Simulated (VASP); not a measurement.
TiN: single point with revPBE+D3(BJ)

Crystal: TiN.

```
CELL_PARAMETERS angstrom
0.00000 2.09293 2.09293
2.09293 0.00000 2.09293
2.09293 2.09293 0.00000
ATOMIC_POSITIONS crystal
Ti 0.00000 0.00000 0.00000
N 0.50000 0.50000 0.50000
```

```yaml
Program: VASP 6.6.1
Task: single point
Functional: revPBE
Dispersion: D3(BJ)
Potentials_or_basis: VASP PAW PBE potentials, release 64 (Ti_sv, N)
Cutoff: 600 eV
k_mesh: 11 × 11 × 11
Occupations: gaussian, width 0.1 eV
Spin: no spin polarisation
Dipole_correction: no
Further_INCAR_settings: ALGO = Normal; EDIFF = 1e-06; NBANDS = 16
```

* Pressure: 0.4 GPa
* Band gap on the k mesh: zero (an odd number of electrons rules out a gap without spin polarisation)
* Dispersion energy per atom: -0.936 eV

Levels at points of the mesh, in eV from the Fermi level:
```
           k point  band 5  band 6  band 7  band 8  band 9  band 10  band 11  band 12  band 13  band 14
(0.00, 0.00, 0.00)  -17.44   -2.13   -2.13   -2.13   -0.67    -0.67    -0.67     0.59     0.59     5.83
```

Run time: 17 s on 1 thread of Intel(R) Xeon(R) Platinum 8488C (Sapphire Rapids) (shared host), peak memory 0.15 GiB.

Caveat: the PAW data sets were made with another functional, which shifts forces and pressure a little.
